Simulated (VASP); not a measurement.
# Zr (Im-3m) in VASP: further runs, part 2 of 2

VASP 6.6.1.

**4. Single point, LDA (volume scaled by 1.12)**

Input file INCAR:

```
SYSTEM = Zr
ALGO     = Normal         ! electronic algorithm
EDIFF    = 1E-7           ! SCF threshold, eV
ENCUT    = 520            ! plane-wave cutoff, eV
ISIF     = 2              ! what is computed and relaxed
ISMEAR   = -1             ! smearing method
LASPH    = .TRUE.         ! aspherical terms in the spheres
LCHARG   = .FALSE.        ! write CHGCAR
LREAL    = .FALSE.        ! projectors in reciprocal space
LWAVE    = .FALSE.        ! write WAVECAR
NBANDS   = 12             ! bands
NELM     = 80             ! most SCF steps
PREC     = Accurate       ! precision mode
SIGMA    = 0.1            ! smearing width, eV
```

Input file KPOINTS:

```
k-points
0
G
  21 21 21
  0 0 0
```

Input file POSCAR:

```
Zr
1.0
   -1.8109394537      1.8109394537      1.8109394537
    1.8109394537     -1.8109394537      1.8109394537
    1.8109394537      1.8109394537     -1.8109394537
Zr
1
Direct
    0.0000000000      0.0000000000      0.0000000000
```

Potentials or basis: VASP PAW LDA potentials, release 64 (Zr_sv).

Launch:

```bash
$ cat potpaw_LDA.64/Zr_sv/POTCAR > POTCAR
$ mpirun -np 1 vasp_std > vasp.out
```

OUTCAR:

```text
SYSTEM = Zr
   EDIFF = 1E-7
   ENCUT = 520
   ISIF = 2
   ISMEAR = -1
   LASPH = .TRUE.
   LREAL = .FALSE.
   NELM = 80
   PREC = Accurate

 ion  position               nearest neighbor table
   1  0.000  0.000  0.000-

  LATTYP: Found a body centered cubic cell.
 ALAT       =     3.6218789074

  Lattice vectors:

 A1 = (  -1.8109394537,   1.8109394537,   1.8109394537)
 A2 = (   1.8109394537,  -1.8109394537,   1.8109394537)
 A3 = (   1.8109394537,   1.8109394537,  -1.8109394537)

Analysis of symmetry for initial positions (statically):
=====================================================================
 Subroutine PRICEL returns:
 Original cell was already a primitive cell.

 Routine SETGRP: Setting up the symmetry group for a
 body centered cubic supercell.

 Subroutine GETGRP returns: Found 48 space group operations
 (whereof 48 operations were pure point group operations)
 out of a pool of 48 trial point group operations.

The static configuration has the point symmetry O_h .

Analysis of symmetry for dynamics (positions and initial velocities):
=====================================================================
 Subroutine PRICEL returns:
 Original cell was already a primitive cell.

 Routine SETGRP: Setting up the symmetry group for a
 body centered cubic supercell.

 Subroutine GETGRP returns: Found 48 space group operations
 (whereof 48 operations were pure point group operations)
 out of a pool of 48 trial point group operations.

The dynamic configuration has the point symmetry O_h .

 Subroutine INISYM returns: Found 48 space group operations
 (whereof 48 operations are pure point group operations),
 and found     1 'primitive' translations

----------------------------------------------------------------------------------------

                                     Primitive cell

  volume of cell :      23.7559

  direct lattice vectors                    reciprocal lattice vectors
    -1.810939454  1.810939454  1.810939454     0.000000000  0.276099788  0.276099788
     1.810939454 -1.810939454  1.810939454     0.276099788  0.000000000  0.276099788
     1.810939454  1.810939454 -1.810939454     0.276099788  0.276099788  0.000000000

  length of vectors
     3.136639143  3.136639143  3.136639143     0.390464065  0.390464065  0.390464065

  position of ions in fractional coordinates (direct lattice)
     0.000000000  0.000000000  0.000000000

  ion indices of the primitive-cell ions
   primitive index   ion index
                 1           1

----------------------------------------------------------------------------------------

 KPOINTS: k-points

Automatic generation of k-mesh.
 Grid dimensions read from file:
 generate k-points for:   21   21   21

 Generating k-lattice:

  Cartesian coordinates                     Fractional coordinates (reciprocal lattice)
     0.000000000  0.013147609  0.013147609     0.047619048  0.000000000  0.000000000
     0.013147609  0.000000000  0.013147609     0.000000000  0.047619048  0.000000000
     0.013147609  0.013147609  0.000000000     0.000000000  0.000000000  0.047619048

  Length of vectors
     0.018593527  0.018593527  0.018593527

  Shift w.r.t. Gamma in fractional coordinates (k-lattice)
     0.000000000  0.000000000  0.000000000

 Subroutine IBZKPT returns following result:
 ===========================================

 Found    286 irreducible k-points:

 Following reciprocal coordinates:
            Coordinates               Weight
  0.000000  0.000000  0.000000      1.000000
  0.047619  0.000000  0.000000     12.000000
  0.095238  0.000000  0.000000     12.000000
  0.142857  0.000000  0.000000     12.000000
  0.190476  0.000000  0.000000     12.000000
  0.238095  0.000000  0.000000     12.000000
[... 16 lines left out ...]
  0.142857  0.095238  0.000000     48.000000
  0.190476  0.095238 -0.000000     48.000000
 [... further k-points ...]
   k-points           NKPTS =    286   k-points in BZ     NKDIM =    286   number of bands    NBANDS=     12
   number of dos      NEDOS =    301   number of ions     NIONS =      1
   total plane-waves  NPLWV =  13824
   dimension x,y,z NGX =    24 NGY =   24 NGZ =   24
   dimension x,y,z NGXF=    48 NGYF=   48 NGZF=   48
   ions per type =               1
   NGX,Y,Z   is equivalent  to a cutoff of  12.72, 12.72, 12.72 a.u.
   NGXF,Y,Z  is equivalent  to a cutoff of  25.44, 25.44, 25.44 a.u.
 SYSTEM =  Zr
   PREC   = accura    normal or accurate (medium, high low for compatibility)
   ISTART =      0    job   : 0-new  1-cont  2-samecut
   ICHARG =      2    charge: 1-file 2-atom 10-const
   ISPIN  =      1    spin polarized calculation?
   LNONCOLLINEAR =      F non collinear calculations
   LSORBIT =      F    spin-orbit coupling
   LASPH  =      T    aspherical Exc in radial PAW
   ENCUT  =  520.0 eV  38.22 Ry    6.18 a.u.   5.83  5.83  5.83*2*pi/ulx,y,z
   NELM   =     80;   NELMIN=  2; NELMDL= -5     # of ELM steps
   EDIFF  = 0.1E-06   stopping-criterion for ELM
   LREAL  =      F    real-space projection
   EDIFFG = 0.1E-05   stopping-criterion for IOM
   NSW    =      0    number of steps for IOM
   IBRION =     -1    ionic relax: 0-MD 1-quasi-New 2-CG
   NFREE  =      0    steps in history (QN), initial steepest desc. (CG)
   ISIF   =      2    stress and relaxation
   ISYM   =      2    0-nonsym 1-usesym 2-fastsym
   POTIM  = 0.5000    time-step for ionic-motion
   TEBEG  =    0.0;   TEEND  =   0.0 temperature during run
   PSTRESS=    0.0 pullay stress
   NELECT =      12.0000    total number of electrons
   NUPDOWN=      -1.0000    fix difference up-down
   EMIN   =  10.00;   EMAX   =-10.00  energy-range for DOS
   EFERMI =   0.00;   METHOD = LEGACY
   ISMEAR =    -1;   SIGMA  =   0.10  broadening in eV -4-tet -1-fermi 0-gaus
   EFERMI_NEDOS =   21; number of points for ismear=-14 and -15
   IALGO  =     38    algorithm
   IMIX   =      4    mixing-type and parameters
     AMIX     =   0.40;   BMIX     =  1.00
     AMIX_MAG =   1.60;   BMIX_MAG =  1.00
  volume/ion in A,a.u.               =      23.76       160.31
  Fermi-wavevector in a.u.,A,eV,Ry     =   1.303801  2.463827 23.128504  1.699897
  Thomas-Fermi vector in A             =   2.434779
   LORBIT       =      0    0 simple, 1 ext, 2 COOP (PROOUT), +10 PAW based schemes
   GGA     = CA    functional components
   LHFCALC =     F    Hartree Fock is set to
   AEXX    =    0.0000 exact exchange contribution
   IVDW    =     0    specifies the selected vdW correction
   LEPSILON=     F    determine dielectric tensor
   LRPA    =     F    only Hartree local field effects (RPA)
 non-spin polarized calculation
  energy-cutoff  :      520.00
  volume of cell :       23.76
 maximum number of plane-waves:       664
   NGX = 11   NGY = 11   NGZ = 11

 number of electron      12.0000000 magnetization

 Free energy of the ion-electron system (eV)
  ---------------------------------------------------
  ext. energy  EPLUGINS =         0.00000000
  ---------------------------------------------------
  free energy    TOTEN  =        -9.19427675 eV

  energy without entropy =       -9.12958762  energy(sigma->0) =       -9.16193219

 E-fermi :   8.2824     XC(G=0): -11.1981

 val. band max:        8.2755624822   @ k =   0.2857   0.2857   0.0000
 cond. band min:       8.2824510945   @ k =   0.2857   0.1905   0.1429
 fundamental gap:      0.0068886124
 Fermi energy:         8.2823917306

 k-point     1 :       0.0000    0.0000    0.0000
  band No.  band energies     occupation
      1     -39.9681      2.00000
      2     -17.6440      2.00000
      3     -17.6440      2.00000
      4     -17.6440      2.00000
      5       2.9789      2.00000
      6       9.3585      0.00004
      7       9.3585      0.00004
      8       9.3585      0.00004
      9      11.7917      0.00000
     10      11.7917      0.00000
     11      20.6552      0.00000
     12      20.6552      0.00000

 k-point     2 :       0.0476    0.0000    0.0000
  band No.  band energies     occupation
      1     -39.9650      2.00000
      2     -17.6659      2.00000
      3     -17.6507      2.00000
      4     -17.6441      2.00000
      5       3.0553      2.00000
      6       9.3081      0.00007
      7       9.3440      0.00005
      8       9.4318      0.00002
      9      11.7105      0.00000
     10      11.7911      0.00000
     11      20.7224      0.00000
     12      20.7923      0.00000
[... 316 lines left out ...]
 k-point    24 :       0.1905    0.0952   -0.0000
  band No.  band energies     occupation
      1     -39.8961      2.00000
      2     -18.1134      2.00000
      3     -17.7832      2.00000
      4     -17.6747      2.00000
      5       4.7646      2.00000
      6       8.4248      0.38802
      7       8.5729      0.10384
      8      11.0999      0.00000
      9      11.4001      0.00000
     10      12.0992      0.00000
     11      21.0626      0.00000
     12      21.9132      0.00000

 [... further k-points ...]
[... 5 lines left out ...]
  --------------------------------------------------------------------------------------
  -------------------------------------------------------------------------------------
  Total       -1.3808950     -1.3808950     -1.3808950     -0.0000000      0.0000000      0.0000000
  in kB      -93.1321141    -93.1321141    -93.1321141     -0.0000000      0.0000000      0.0000000
  external PRESSURE =     -93.1321141 kB  Pullay stress =       0.0000000 kB

 VOLUME and BASIS-vectors are now :
 -----------------------------------------------------------------------------
  energy-cutoff  :      520.00
  volume of cell :       23.76
      direct lattice vectors                 reciprocal lattice vectors
    -1.810939454  1.810939454  1.810939454     0.000000000  0.276099788  0.276099788
     1.810939454 -1.810939454  1.810939454     0.276099788  0.000000000  0.276099788
     1.810939454  1.810939454 -1.810939454     0.276099788  0.276099788  0.000000000

 POSITION                                       TOTAL-FORCE (eV/Angst)
 -----------------------------------------------------------------------------------
      0.00000      0.00000      0.00000        -0.000000      0.000000     -0.000000
 -----------------------------------------------------------------------------------
    total drift:                                0.000000      0.000000      0.000000

  FREE ENERGIE OF THE ION-ELECTRON SYSTEM (eV)
  ---------------------------------------------------
  free  energy   TOTEN  =        -9.1942767540 eV

  energy  without entropy=       -9.1295876211  energy(sigma->0) =       -9.16193219
```

Wall time 34 s (1 thread of Intel Xeon Platinum 8488C (Sapphire Rapids), shared host); peak memory 0.19 GiB.

What came out:

```yaml
Free_energy: -9.1943 eV
Pressure: -9.3 GPa
Band_gap_on_the_k_mesh: zero (band 6 reaches 9.36 eV, above the bottom of band 7 at 7.58 eV)
```

**5. The runs side by side**

```csv
cell,gap on the mesh (eV),pressure (GPa)
"a = 3.060 Å, angles 109.5°, 1 atom",none,-3.7
"a = 3.099 Å, angles 109.5°, 1 atom",none,-6.7
"a = 3.137 Å, angles 109.5°, 1 atom",none,-9.3
```

Alike in all rows: task single point; level LDA; potentials or basis VASP PAW LDA potentials, release 64 (Zr_sv); no spin polarisation; k mesh 21 × 21 × 21; cutoff (eV) 520; smearing fermi-dirac 0.1 eV.

Absolute energies hang on the potentials; compare differences alone.
